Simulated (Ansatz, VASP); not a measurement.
## Hf2SnSe6 in VASP and in Ansatz

```
CELL_PARAMETERS angstrom
3.80506 0.00000 0.00000
-1.90253 3.29527 0.00000
0.00000 0.00000 21.19257
ATOMIC_POSITIONS crystal
Hf 0.00000 0.00000 0.33433
Hf 0.00000 0.00000 0.66567
Sn 0.00000 0.00000 0.00000
Se 0.66667 0.33333 0.26061
Se 0.66667 0.33333 0.59198
Se 0.66667 0.33333 0.92375
Se 0.33333 0.66667 0.07625
Se 0.33333 0.66667 0.40802
Se 0.33333 0.66667 0.73939
```

Alike in both runs: functional PBE; k mesh 12 × 12 × 2; occupations gaussian, width 0.02 eV; no spin polarisation.

Ansatz relaxed the structure, and its values are those at the end. VASP's run is a single point on that final structure, the one shown.

|  | VASP | Ansatz |
| --- | --- | --- |
| version | VASP 6.6.1 | Ansatz 0.2.0 |
| potentials or method | VASP PAW PBE potentials, release 64 (Hf_pv, Sn_d, Se), cutoff 520 eV | scalar-relativistic, plane waves, PAW |
| valence electrons in the cell | 70 | 162 |

```csv
,VASP,Ansatz,Ansatz less VASP
gap on the k mesh at the Fermi level (eV),0.46,0.45,-0.008
least direct gap on the mesh (eV),1.08,1.08,+0.003
pressure (GPa),-0.2,0.0,+0.17
rms of the force components (eV/Å),0.018,0.000,-0.0178
```

With one functional, cell and mesh, what is left measures potentials, basis and numerics. VASP's potentials hold 70 valence electrons a cell and Ansatz's 162, so a difference there can come from the potentials and not from the codes.

Spin-orbit coupling is off throughout.
